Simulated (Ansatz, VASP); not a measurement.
# One calculation of NaCl, two programs

Contents of POSCAR:

```
NaCl
1.0
    0.0351940362      2.8098658733      2.8098658733
    2.8098658733      0.0351940362      2.8098658733
    2.8098658733      2.8098658733      0.0351940362
Na Cl
1 1
Direct
    0.0000000000      0.0000000000      0.0000000000
    0.5000000000      0.5000000000      0.5000000000
```

The input INCAR.step1:

```
SYSTEM = NaCl
  PREC = Accurate
  ENCUT = 520
  ISMEAR = 0
  SIGMA = 0.01
  LREAL = .FALSE.
  LASPH = .TRUE.
  NELM = 60
  NBANDS = 14
  GGA = PE
  ALGO = Normal
  EDIFF = 1E-4
  LWAVE = .TRUE.
  LCHARG = .FALSE.
```

The input INCAR.step2:

```
SYSTEM = NaCl
  PREC = Accurate
  ENCUT = 520
  EDIFF = 1E-7
  ISMEAR = 0
  SIGMA = 0.01
  LREAL = .FALSE.
  LASPH = .TRUE.
  NELM = 60
  ALGO = Normal
  ISIF = 2
  LWAVE = .FALSE.
  LCHARG = .FALSE.
  METAGGA = R2SCAN
  LMIXTAU = .TRUE.
  NBANDS = 14
  ISTART = 1
```

KPOINTS

```
Automatic mesh
0
G
  8 8 8
  0 0 0
```

Input for Ansatz:

```yaml
crystal:
  lattice:
    - [0.0351940362, 2.8098658733, 2.8098658733]
    - [2.8098658733, 0.0351940362, 2.8098658733]
    - [2.8098658733, 2.8098658733, 0.0351940362]
  atoms:
    - { symbol: Na, position: [0.0, 0.0, 0.0] }
    - { symbol: Cl, position: [0.5, 0.5, 0.5] }
kpoints:
  mp_grid: { grid: [8, 8, 8] }
  band_path:
    path:
      - [0.0, 0.0, 0.0]
      - [0.5, 0.0, 0.5]
      - [0.625, 0.25, 0.625]
      - [0.375, 0.375, 0.75]
      - [0.5, 0.5, 0.5]
      - [0.5, 0.25, 0.75]
    npoints: 1
hamiltonian:
  xc: r2scan
scf:
  occupations: { method: fixed }
  n_extra_bands: 4
output:
  forces: true
  stress: true
  eigenvalues: true
```

Change from the starting cell: epitaxial_111 strain -1.0%.

Alike in both runs: task single point; functional r2SCAN; k mesh 8 × 8 × 8; no spin polarisation.

|  | VASP | Ansatz |
| --- | --- | --- |
| version | VASP 6.6.1 | Ansatz 0.2.0 |
| potentials or method | VASP PAW PBE potentials, release 64 (Na_pv, Cl) | plane waves, PAW |
| plane-wave cutoff (eV) | 520 | 500 |
| occupations | gaussian, width 0.01 eV | fixed |
| valence electrons in the cell | 14 | 16 |

VASP gave:

| Quantity | Value |
| --- | --- |
| gap on the k mesh at the Fermi level (eV) | 6.02 |
| pressure (GPa) | 0.2 |
| traceless stress, the component that is largest in VASP (GPa) | -0.21 |

Q: Estimate Ansatz's values.

A: gap on the k mesh at the Fermi level (eV): 6.00; pressure (GPa): 0.4; traceless stress, the component that is largest in VASP (GPa): -0.18.

VASP's potentials were made for PBE, not for r2SCAN. VASP's potentials hold 14 valence electrons a cell and Ansatz's 16, so a difference there can come from the potentials and not from the codes.
